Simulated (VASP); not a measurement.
Wanted: the native input for a VASP 6.6.1 run.

```
Task                   : single point
Functional             : LDA
Potentials or basis    : VASP PAW PBE potentials, release 64 (Ca_sv, Lu)
Cutoff                 : 520 eV
k mesh                 : 5 × 5 × 5
Occupations            : fermi-dirac, width 0.1 eV
Spin                   : no spin polarisation
Dipole correction      : no
Further INCAR settings : ALGO = Normal; EDIFF = 1e-07; NBANDS = 36
```

The structure of Ca3Lu lies in POSCAR:

```
Ca3Lu
1.0
    5.1620047578      0.0000000000      0.0000000000
    0.0000000000      5.1620047578      0.0000000000
    0.0000000000      0.0000000000      5.1620047578
Ca Lu
3 1
Direct
    0.5000000000      0.0000000000      0.0000000000
    0.0000000000      0.5000000000      0.0000000000
    0.0000000000      0.0000000000      0.5000000000
    0.5000000000      0.5000000000      0.5000000000
```

One way to write it, as run:

INCAR

```
SYSTEM = Ca3Lu
PREC     = Accurate       ! precision mode
ENCUT    = 520            ! plane-wave cutoff, eV
EDIFF    = 1E-7           ! SCF threshold, eV
ISMEAR   = -1             ! smearing method
SIGMA    = 0.1            ! smearing width, eV
LREAL    = .FALSE.        ! projectors in reciprocal space
LASPH    = .TRUE.         ! aspherical terms in the spheres
NELM     = 80             ! most SCF steps
ALGO     = Normal         ! electronic algorithm
ISIF     = 2              ! what is computed and relaxed
LWAVE    = .FALSE.        ! write WAVECAR
LCHARG   = .TRUE.         ! write CHGCAR
GGA      = CA             ! functional
LELF     = .TRUE.         ! ELF
LVHAR    = .TRUE.       
NBANDS   = 36             ! bands
```

KPOINTS

```
regular mesh
0
G
  5 5 5
  0 0 0
```

Potentials or basis: VASP PAW PBE potentials, release 64 (Ca_sv, Lu).

Run with:

```bash
$ cat potpaw_PBE.64/Ca_sv/POTCAR potpaw_PBE.64/Lu/POTCAR > POTCAR
$ mpirun -np 1 vasp_std > vasp.out
```

Results of the run:

| Property | Result |
| --- | --- |
| Pressure | 0.0 GPa |

Caveat: the PAW data sets were made with another functional, which shifts forces and pressure a little.

Run time: 110 s on 1 thread of AMD EPYC 7R13, with other jobs on the host, peak memory 0.19 GiB.
